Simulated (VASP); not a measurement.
# SnS2 (P-3m1) in VASP: vibrations by perturbation theory with PBE

Aim: the vibrations by perturbation theory of SnS2 with PBE.

All numbers are computed with VASP 6.6.1; they aren't measurements. Logs are shortened: lines on timing, memory, paths and dates and some standing lists are left out, and cuts for length are marked.

## 1. The cell of the first run

It takes space group P-3m1 (No. 164, trigonal). Conventional cell: a = 3.687 Å, b = 3.687 Å, c = 6.141 Å, α = 90.00°, β = 90.00°, γ = 120.00°. Sn (site symmetry -3m) has 6 S at 2.59 Å within 3.4 Å. S (site symmetry 3m) has 3 Sn at 2.59 Å within 3.4 Å.

## 2. Vibrations by perturbation theory, PBE

INCAR

```
ALGO = Normal ; EDIFF = 1E-8
ENCUT = 500 ; GGA = PE
GGA_COMPAT = False ; IBRION = 8
ISIF = 2 ; ISMEAR = 0
LASPH = True ; LCHARG = False
LEPSILON = True ; LREAL = False
LWAVE = False ; NBANDS = 20
NELM = 120 ; NSW = 1
PREC = Accurate ; SIGMA = 0.01
```

KPOINTS

```
k-points
0
Gamma
  12 12 6
```

POSCAR

```
SnS2
1.0
    3.6870596490      0.0000000000      0.0000000000
   -1.8435298245      3.1930873213      0.0000000000
    0.0000000000      0.0000000000      6.1410338431
Sn S
1 2
Direct
    0.0000000000      0.0000000000      0.0000000000
    0.6666666667      0.3333333333      0.2407731110
    0.3333333333      0.6666666667      0.7592268890
```

Potentials or basis: VASP PAW PBE potentials, release 64 (Sn_d, S).

Command:

```console
$ cat potpaw_PBE.64/Sn_d/POTCAR potpaw_PBE.64/S/POTCAR > POTCAR
$ mpirun -np 1 vasp_std > vasp.out
```

OUTCAR:

```text
EDIFF = 1E-8
   ENCUT = 500
   GGA = PE
   IBRION = 8
   ISIF = 2
   ISMEAR = 0
   LASPH = True
   LEPSILON = True
   LREAL = False
   NELM = 120
   NSW = 1
   PREC = Accurate

 ion  position               nearest neighbor table
   1  0.000  0.000  0.000-   2 2.59   3 2.59   3 2.59   2 2.59   2 2.59   3 2.59
   2  0.667  0.333  0.241-   1 2.59   1 2.59   1 2.59
   3  0.333  0.667  0.759-   1 2.59   1 2.59   1 2.59

  LATTYP: Found a hexagonal cell.
 ALAT       =     3.6870596490
 C/A-ratio  =     1.6655640070

  Lattice vectors:

 A1 = (   3.6870596490,   0.0000000000,   0.0000000000)
 A2 = (  -1.8435298245,   3.1930873213,   0.0000000000)
 A3 = (   0.0000000000,   0.0000000000,   6.1410338431)

Analysis of symmetry for initial positions (statically):
=====================================================================
 Subroutine PRICEL returns:
 Original cell was already a primitive cell.

 Routine SETGRP: Setting up the symmetry group for a
 hexagonal supercell.

 Subroutine GETGRP returns: Found 12 space group operations
 (whereof 12 operations were pure point group operations)
 out of a pool of 24 trial point group operations.

The static configuration has the point symmetry D_3d.

Analysis of symmetry for dynamics (positions and initial velocities):
=====================================================================
 Subroutine PRICEL returns:
 Original cell was already a primitive cell.

 Routine SETGRP: Setting up the symmetry group for a
 hexagonal supercell.

 Subroutine GETGRP returns: Found 12 space group operations
 (whereof 12 operations were pure point group operations)
 out of a pool of 24 trial point group operations.

The dynamic configuration has the point symmetry D_3d.

 Subroutine INISYM returns: Found 12 space group operations
 (whereof 12 operations are pure point group operations),
 and found     1 'primitive' translations

----------------------------------------------------------------------------------------

                                     Primitive cell

  volume of cell :      72.2990

  direct lattice vectors                    reciprocal lattice vectors
     3.687059649  0.000000000  0.000000000     0.271218829  0.156588264  0.000000000
    -1.843529825  3.193087321  0.000000000     0.000000000  0.313176528  0.000000000
     0.000000000  0.000000000  6.141033843     0.000000000  0.000000000  0.162839031

  length of vectors
     3.687059649  3.687059649  6.141033843     0.313176528  0.313176528  0.162839031

  position of ions in fractional coordinates (direct lattice)
     0.000000000  0.000000000  0.000000000
     0.666666667  0.333333333  0.240773111
     0.333333333  0.666666667  0.759226889

  ion indices of the primitive-cell ions
   primitive index   ion index
                 1           1
                 2           2
                 3           3

----------------------------------------------------------------------------------------

 KPOINTS: k-points

Automatic generation of k-mesh.
 Grid dimensions read from file:
 generate k-points for:   12   12    6
[... 727 lines left out ...]
     0.00000 -0.00000 -0.00399           (  0.00000 -0.00000 -0.00001)

 PIEZOELECTRIC TENSOR FIELD DIRECTION 3  (C/m^2)
 -----------------------------------------------------------------------------
     0.00064  0.00000  0.00000
     0.00000  0.00064 -0.00000
     0.00000 -0.00000 -0.00088

--------------------------------------- Ionic step        4  -------------------------------------------

------------------------ aborting loop because EDIFF is reached ----------------------------------------

[... ionic steps 5 to 5 ...]

--------------------------------------- Ionic step        6  -------------------------------------------

------------------------ aborting loop because EDIFF is reached ----------------------------------------

--------------------------------------- Ionic step        7  -------------------------------------------

------------------------ aborting loop because EDIFF is reached ----------------------------------------

[... ionic steps 8 to 8 ...]

--------------------------------------- Ionic step        9  -------------------------------------------

 Free energy of the ion-electron system (eV)
  ---------------------------------------------------
  ---------------------------------------------------
  free energy    TOTEN  =        -0.12343238 eV

  energy without entropy =       -0.12343238

------------------------ aborting loop because EDIFF is reached ----------------------------------------

 INTERNAL STRAIN TENSOR  FOR ION    2  DIRECTION 3   (eV/Angst):
 -----------------------------------------------------------------------------
    -6.44122  0.00000  0.00000
    -0.00000 -6.44122  0.00000
     0.00000 -0.00000-14.75333

 MACROSCOPIC STATIC DIELECTRIC TENSOR (including local field effects in DFT)
 ------------------------------------------------------
           8.066207    -0.000000     0.000000
           0.000000     8.066207     0.000000
           0.000000     0.000000     5.138214
 ------------------------------------------------------

 PIEZOELECTRIC TENSOR (including local field effects)  for field in x, y, z        (e  Angst)
          XX          YY          ZZ          XY          YZ          ZX
  --------------------------------------------------------------------------------
  x     0.00000     0.00000     0.00000     0.00000     0.00000     0.00000
  y     0.00000     0.00000     0.00000     0.00000     0.00000     0.00000
  z     0.00000     0.00000     0.00000     0.00000     0.00000     0.00000

 PIEZOELECTRIC TENSOR (including local field effects)  for field in x, y, z        (C/m^2)
          XX          YY          ZZ          XY          YZ          ZX
  --------------------------------------------------------------------------------
  x     0.00000     0.00000     0.00000     0.00000     0.00000     0.00000
  y     0.00000     0.00000     0.00000     0.00000     0.00000     0.00000
  z     0.00000     0.00000     0.00000     0.00000     0.00000     0.00000

 BORN EFFECTIVE CHARGES (including local field effects) (in |e|, cummulative output)
 ---------------------------------------------------------------------------------
 ion    1
    1     4.91184     0.00000     0.00000
    2     0.00000     4.91184    -0.00000
    3     0.00000     0.00000     1.62764
 ion    2
    1    -2.45592     0.00000    -0.00000
    2     0.00000    -2.45592     0.00000
    3    -0.00000     0.00000    -0.81382
 ion    3
    1    -2.45592     0.00000     0.00000
    2     0.00000    -2.45592     0.00000
    3    -0.00000     0.00000    -0.81382

 INTERNAL STRAIN TENSOR FOR ION    3 for displacements in x,y,z  (eV/Angst):
          X           Y           Z          XY          YZ          ZX
  --------------------------------------------------------------------------------
  x     0.00000    -0.00000     0.00000     0.29458     0.00000     6.40778
  y     0.29458    -0.29458     0.00000     0.00000     5.20114     0.00000
  z     6.44122     6.44122    14.75333     0.00000     0.00000     0.00000

 SECOND DERIVATIVES (NOT SYMMETRIZED)
 ------------------------------------
               1X          1Y          1Z          2X          2Y          2Z          3X          3Y          3Z
  1X    -5.881144    0.000000    0.000000    2.940572    0.000000    0.000000    2.940572    0.000000    0.000000
  1Y     0.000000   -5.881144    0.000000    0.000000    2.940572    0.000000    0.000000    2.940572    0.000000
  1Z     0.000000    0.000000  -17.005700    0.000000    0.000000    8.502850    0.000000    0.000000    8.502850
  2X     2.934779    0.000000    0.000000   -3.702538    0.000000    0.000000    0.767759    0.000000    0.000000
  2Y     0.000000    2.934779    0.000000   -0.000000   -3.702538    0.000000    0.000000    0.767759    0.000000
  2Z     0.000000   -0.000000    8.516398    0.000000   -0.000000   -9.575914    0.000000    0.000000    1.059517
  3X     2.934779    0.000000    0.000000    0.767759    0.000000    0.000000   -3.702538    0.000000    0.000000
  3Y     0.000000    2.934779    0.000000    0.000000    0.767759    0.000000   -0.000000   -3.702538    0.000000
  3Z     0.000000   -0.000000    8.516398    0.000000    0.000000    1.059517    0.000000   -0.000000   -9.575914

 Eigenvectors and eigenvalues of the dynamical matrix
 ----------------------------------------------------

   1 f  =    9.996074 THz    62.807185 2PiTHz  333.433138 cm-1    41.340422 meV
             X         Y         Z           dx          dy          dz
      0.000000  0.000000  0.000000    -0.000000    0.000000   -0.591936
      1.843530  1.064362  1.478596    -0.000000    0.000000    0.569917
     -0.000000  2.128725  4.662438     0.000000    0.000000    0.569917
[... 43 lines left out ...]
   9 f/i=    0.003796 THz     0.023852 2PiTHz    0.126628 cm-1     0.015700 meV
             X         Y         Z           dx          dy          dz
      0.000000  0.000000  0.000000    -0.000000   -0.000000    0.805985
      1.843530  1.064362  1.478596    -0.000000   -0.000000    0.418562
     -0.000000  2.128725  4.662438    -0.000000   -0.000000    0.418562

--------------------------------------------------------------------------------------------------------

 MACROSCOPIC STATIC DIELECTRIC TENSOR IONIC CONTRIBUTION
 ------------------------------------------------------
          10.274151    -0.000000     0.000000
          -0.000000    10.274151     0.000000
           0.000000     0.000000     0.389695
 ------------------------------------------------------

 ELASTIC MODULI CONTR FROM IONIC RELAXATION (kBar)
 Direction    XX          YY          ZZ          XY          YZ          ZX
 --------------------------------------------------------------------------------
 XX        -173.7584   -172.0376   -396.0148      0.0000    -15.1908      0.0000
 YY        -172.0376   -173.7584   -396.0148      0.0000     15.1908      0.0000
 ZZ        -396.0148   -396.0148   -907.0537      0.0000     -0.0000      0.0000
 XY           0.0000      0.0000      0.0000     -0.8604     -0.0000    -18.7149
 YZ         -15.1908     15.1908     -0.0000     -0.0000   -268.2058     -0.0000
 ZX           0.0000      0.0000      0.0000    -18.7149     -0.0000   -407.0863
 --------------------------------------------------------------------------------

 PIEZOELECTRIC TENSOR IONIC CONTR  for field in x, y, z        (C/m^2)
          XX          YY          ZZ          XY          YZ          ZX
  --------------------------------------------------------------------------------
  x     0.00000     0.00000     0.00000     0.00000     0.00000     0.00000
  y    -0.00000    -0.00000    -0.00000     0.00000     0.00000     0.00000
  z     0.00000    -0.00000    -0.00000    -0.00000    -0.00000    -0.00000
```

Run time: 25 min. Hardware: 1 thread of Intel Xeon 6975P-C (Granite Rapids), shared host; peak memory 1.2 GiB.

Results:

```
Electronic dielectric tensor (diagonal)                 : 8.07, 8.07, 5.14
Born charges (mean of the diagonal)                     : Sn +3.82; S -1.91 e
Highest phonon frequency at Γ, LO-TO splitting left out : 333 cm⁻¹
```

Phonon frequencies in cm⁻¹ (negative: imaginary):
| q point | frequencies |
| --- | --- |
| (0.000, 0.000, 0.000) | 0 0 0 195 195 196 196 300 333 |

Electronic dielectric tensor:
```
8.07 0.00 0.00
0.00 8.07 0.00
0.00 0.00 5.14
```

Born effective charge tensors (e):
atom 1, Sn
```
4.91 0.00 0.00
0.00 4.91 0.00
0.00 0.00 1.63
```
atom 2, S
```
-2.46  0.00  0.00
 0.00 -2.46  0.00
 0.00  0.00 -0.81
```
atom 3, S
```
-2.46  0.00  0.00
 0.00 -2.46  0.00
 0.00  0.00 -0.81
```

Caveat: spin-orbit coupling is left out, which moves the levels of the heavy elements.
